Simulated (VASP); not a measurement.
# Tl (P6_3/mmc) in VASP: settings compared, part 2 of 2

VASP 6.6.1.

## Step 5: Relaxation of cell and atoms, LDA

INCAR reads:

```
PREC     = Accurate       # precision mode
ENCUT    = 600            # plane-wave cutoff, eV
EDIFF    = 1E-7           # SCF threshold, eV
ISMEAR   = -1             # smearing method
SIGMA    = 0.05           # smearing width, eV
LREAL    = False          # projectors in reciprocal space
LASPH    = True           # aspherical terms in the spheres
NELM     = 80             # most SCF steps
ALGO     = Normal         # electronic algorithm
ISIF     = 3              # what is computed and relaxed
LWAVE    = False          # write WAVECAR
LCHARG   = False          # write CHGCAR
GGA      = CA             # functional
IBRION   = 2              # ionic algorithm
NSW      = 80             # ionic steps
EDIFFG   = -0.01          # ionic threshold
```

KPOINTS reads:

```
Automatic mesh
0
Gamma
  7 7 4
```

POSCAR reads:

```
Tl
1.0
    3.4560000000      0.0000000000      0.0000000000
   -1.7280000000      2.9929837955      0.0000000000
    0.0000000000      0.0000000000      5.5250000000
Tl
2
Direct
    0.6666666667      0.3333333333      0.7500000000
    0.3333333333      0.6666666667      0.2500000000
```

Potentials or basis: VASP PAW LDA potentials, release 64 (Tl_d).

Run with:

```console
$ cat potpaw_LDA.64/Tl_d/POTCAR > POTCAR
$ mpirun -np 1 vasp_std > vasp.out
```

OUTCAR:

```text
PREC = Accurate
   ENCUT = 600
   EDIFF = 1E-7
   ISMEAR = -1
   LREAL = False
   LASPH = True
   NELM = 80
   ISIF = 3
   GGA = CA
   IBRION = 2
   NSW = 80
   EDIFFG = -0.01

 ion  position               nearest neighbor table
   1  0.667  0.333  0.750-   2 3.41   2 3.41   2 3.41   2 3.41   2 3.41   2 3.41
   2  0.333  0.667  0.250-   1 3.41   1 3.41   1 3.41   1 3.41   1 3.41   1 3.41

  LATTYP: Found a hexagonal cell.
 ALAT       =     3.4560000000
 C/A-ratio  =     1.5986689815

  Lattice vectors:

 A1 = (   3.4560000000,   0.0000000000,   0.0000000000)
 A2 = (  -1.7280000000,   2.9929837955,   0.0000000000)
 A3 = (   0.0000000000,   0.0000000000,   5.5250000000)

Analysis of symmetry for initial positions (statically):
=====================================================================
 Subroutine PRICEL returns:
 Original cell was already a primitive cell.

 Routine SETGRP: Setting up the symmetry group for a
 hexagonal supercell.

 Subroutine GETGRP returns: Found 24 space group operations
 (whereof 12 operations were pure point group operations)
 out of a pool of 24 trial point group operations.

[... 151 lines left out ...]
 NGX is ok and might be reduce to    28
   NGX = 13   NGY = 13   NGZ = 23

--------------------------------------- Ionic step        1  -------------------------------------------

 number of electron      25.9999999 magnetization

 Free energy of the ion-electron system (eV)
  ---------------------------------------------------
  ext. energy  EPLUGINS =         0.00000000
  ---------------------------------------------------
  free energy    TOTEN  =        -5.79072942 eV

  energy without entropy =       -5.77549724  energy(sigma->0) =       -5.78311333

------------------------ aborting loop because EDIFF is reached ----------------------------------------

  FORCE on cell =-STRESS in cart. coord.  units (eV):
  Direction    XX          YY          ZZ          XY          YZ          ZX
  --------------------------------------------------------------------------------------
  -------------------------------------------------------------------------------------
  Total       -0.6996250     -0.6996250     -0.2909188      0.0000000      0.0000000      0.0000000
  in kB      -19.6139717    -19.6139717     -8.1559023      0.0000000      0.0000000      0.0000000
  external PRESSURE =     -15.7946152 kB  Pullay stress =       0.0000000 kB
[... 203 lines left out ...]
--------------------------------------- Ionic step        7  -------------------------------------------

 number of electron      25.9999999 magnetization

 Free energy of the ion-electron system (eV)
  ---------------------------------------------------
  ext. energy  EPLUGINS =         0.00000000
  ---------------------------------------------------
  free energy    TOTEN  =        -5.80942619 eV

  energy without entropy =       -5.79886585  energy(sigma->0) =       -5.80414602

 E-fermi :   6.8094     XC(G=0): -10.7284

 val. band max:        6.7613088897   @ k =   0.4286   0.0000   0.2500
 cond. band min:       6.8715328670   @ k =   0.2857   0.1429   0.0000
 fundamental gap:      0.1102239773
 Fermi energy:         6.8094143587

 k-point     1 :       0.0000    0.0000    0.0000
  band No.  band energies     occupation
      1      -5.1140      2.00000
      2      -4.8739      2.00000
      3      -4.7952      2.00000
      4      -4.7952      2.00000
      5      -4.7404      2.00000
      6      -4.7404      2.00000
[... 498 lines left out ...]
  FREE ENERGIE OF THE ION-ELECTRON SYSTEM (eV)
  ---------------------------------------------------
  free  energy   TOTEN  =        -5.8094261927 eV

  energy  without entropy=       -5.7988658456  energy(sigma->0) =       -5.80414602

 reached required accuracy - stopping structural energy minimisation
```

OSZICAR:

```text
N       E                     dE             d eps       ncg     rms          rms(c)
DAV:   1     0.136435499287E+03    0.13644E+03   -0.15652E+04   816   0.162E+03
DAV:   2    -0.335142923888E+01   -0.13979E+03   -0.13817E+03   847   0.316E+02
DAV:   3    -0.583905285201E+01   -0.24876E+01   -0.24605E+01   997   0.360E+01
[... 56 lines left out ...]
DAV:   3    -0.580945814157E+01    0.73678E-03   -0.25490E-03   817   0.454E-01    0.115E-01
DAV:   4    -0.580943206783E+01    0.26074E-04   -0.12192E-04   836   0.691E-02    0.144E-02
DAV:   5    -0.580942663425E+01    0.54336E-05   -0.42279E-05   836   0.572E-02    0.829E-03
DAV:   6    -0.580942619293E+01    0.44132E-06   -0.16802E-06   889   0.115E-02    0.420E-04
DAV:   7    -0.580942619269E+01    0.23783E-09   -0.22647E-08   435   0.142E-03
   7 F= -.58094262E+01 E0= -.58041460E+01  d E =-.978039E-04
```

CONTCAR:

```text
Tl
   1.00000000000000
     3.3702129532313538    0.0000000000000000    0.0000000000000000
    -1.6851064766156769    2.9186900336811519    0.0000000000000000
    -0.0000000000000000   -0.0000000000000000    5.5602149363459938
  Tl
     2
Direct
     0.6666666667000030    0.3333333332999970    0.7500000000000000
     0.3333333332999970    0.6666666667000030    0.2500000000000000

  0.00000000E+00  0.00000000E+00  0.00000000E+00
  0.00000000E+00  0.00000000E+00  0.00000000E+00
```

It took 43 s on 1 thread of Intel Xeon Platinum 8559C (Emerald Rapids), shared host; peak memory 0.17 GiB.

What came out:

```yaml
Free_energy: -5.8094 eV
Relaxed_volume: 27.35 Å³/atom
Relaxed_cell: a = 3.370 Å, b = 3.370 Å, c = 5.560 Å, α = 90.00°, β = 90.00°, γ = 120.00°
Space_group_after_relaxing_to_0.1_Å: P6_3/mmc (No. 194)
Energy_gained_by_relaxing: 9.3 meV/atom
Ionic_steps: 7
Pressure_after_relaxing: 0.0 GPa
Band_gap_on_the_k_mesh: zero (bands 13 and 14 overlap by 5.31 eV)
```

Step by step:
```csv
step,energy change (eV),largest force (eV/Å),pressure (GPa),volume (Å³)
1,0.0000,0.0000,-1.58,57.15
2,-0.0152,0.0000,-0.08,54.85
3,-0.0155,0.0000,0.20,54.48
4,-0.0181,0.0000,0.16,54.46
5,-0.0186,0.0000,0.16,54.44
6,-0.0186,0.0000,0.16,54.44
7,-0.0187,0.0000,-0.04,54.69
```

Final structure:
```yaml
crystal:
  lattice:
    - [3.37021, 0.00000, 0.00000]
    - [-1.68511, 2.91869, 0.00000]
    - [0.00000, 0.00000, 5.56021]
  atoms:
    - { symbol: Tl, position: [0.66667, 0.33333, 0.75000] }
    - { symbol: Tl, position: [0.33333, 0.66667, 0.25000] }
```

Levels at points of the mesh, in eV from the Fermi level:
| k point | band 11 | band 12 | band 13 | band 14 | band 15 | band 16 |
| --- | --- | --- | --- | --- | --- | --- |
| (0.00, 0.00, 0.00) | -10.42 | -5.46 | -3.20 | 8.58 | 8.58 | 10.42 |
| (0.00, 0.00, 0.50) | -8.97 | -8.97 | 2.98 | 2.98 | 9.54 | 9.54 |

Caveat: spin-orbit coupling is left out, which moves the levels of the heavy elements.

## Step 6: Single point, LDA, non-collinear spin, zero start, spin-orbit coupling

This run uses another cell than the first one, of 26.87 Å³/atom.

INCAR reads:

```
PREC = Accurate
ENCUT = 520
EDIFF = 1E-6
ISMEAR = -1
SIGMA = 0.05
LREAL = False
LASPH = True
NELM = 150
ALGO = Normal
ISIF = 2
LWAVE = False
LCHARG = False
LNONCOLLINEAR = True
MAGMOM = 0 0 0 0 0 0
LORBIT = 11
LSORBIT = True
GGA_COMPAT = False
LORBMOM = True
NBANDS = 38
```

KPOINTS is that of step 5.

POSCAR reads:

```
Tl
1.0
    3.3429012690      0.0000000000      0.0000000000
   -1.6714506345      2.8950374213      0.0000000000
    0.0000000000      0.0000000000      5.5535587831
Tl
2
Direct
    0.6666666667      0.3333333333      0.7500000000
    0.3333333333      0.6666666667      0.2500000000
```

Potentials or basis: VASP PAW LDA potentials, release 64 (Tl_d).

Run with:

```console
$ cat potpaw_LDA.64/Tl_d/POTCAR > POTCAR
$ mpirun -np 1 vasp_ncl > vasp.out
```

Run time: 46 s. Hardware: 1 thread of Intel Xeon Platinum 8559C (Emerald Rapids), shared host; peak memory 0.27 GiB.

Results (log left out):

```
Free energy                                           : -6.4381 eV
Pressure                                              : 0.3 GPa
Net moment                                            : 0.00 μB per cell
Valence electrons inside the program's atomic spheres : Tl 11.25
```

Stress tensor (GPa, compression positive):
```
0.32 0.00 0.00
0.00 0.32 0.00
0.00 0.00 0.25
```

Moments on the atoms (μB; x, y, z):
```
Tl  0.00 0.00 0.00
Tl  0.00 0.00 0.00
```

## Step 7: The runs side by side

| task | level | potentials or basis | spin | cell | k mesh | cutoff (eV) | gap on the mesh (eV) | pressure (GPa) |
| --- | --- | --- | --- | --- | --- | --- | --- | --- |
| single point | PBEsol | VASP PAW PBE potentials, release 64 (Tl_d) | off | a = 3.456, b = 3.456, c = 5.525 Å, angles 90.0, 90.0, 120.0°, 2 atoms | 13 × 13 × 7 | 520 | none | -0.1 |
| single point | LDA | VASP PAW LDA potentials, release 64 (Tl_d) | off | a = 3.366, b = 3.366, c = 5.554 Å, angles 90.0, 90.0, 120.0°, 2 atoms | 7 × 7 × 4 | 520 | none | 0.1 |
| single point | LDA | VASP PAW LDA potentials, release 64 (Tl_d) | off | a = 3.456, b = 3.456, c = 5.525 Å, angles 90.0, 90.0, 120.0°, 2 atoms | 7 × 7 × 4 | 520 | none | -1.6 |
| relaxation of cell and atoms | LDA | VASP PAW LDA potentials, release 64 (Tl_d) | off | relaxed from a = 3.456, b = 3.456, c = 5.525 Å, angles 90.0, 90.0, 120.0°, 2 atoms | 7 × 7 × 4 | 600 | none | 0.0 |
| single point | LDA | VASP PAW LDA potentials, release 64 (Tl_d) | non-collinear, zero start, SOC | a = 3.343, b = 3.343, c = 5.554 Å, angles 90.0, 90.0, 120.0°, 2 atoms | 7 × 7 × 4 | 520 | - | 0.3 |

Alike in all rows: smearing fermi-dirac 0.05 eV.

Caveats: spin-orbit coupling is left out, which moves the levels of the heavy elements (at least some runs); the PAW data sets were made with another functional, which shifts forces and pressure a little (at least some runs).

Total energies depend on the potentials used, so only differences within one code and one set of settings carry meaning.

## Step 8: How close it comes

Step 5. The cell as given is a measured one (28.57 Å³/atom); LDA puts the equilibrium volume -4.3 % from it, thermal expansion not counted.
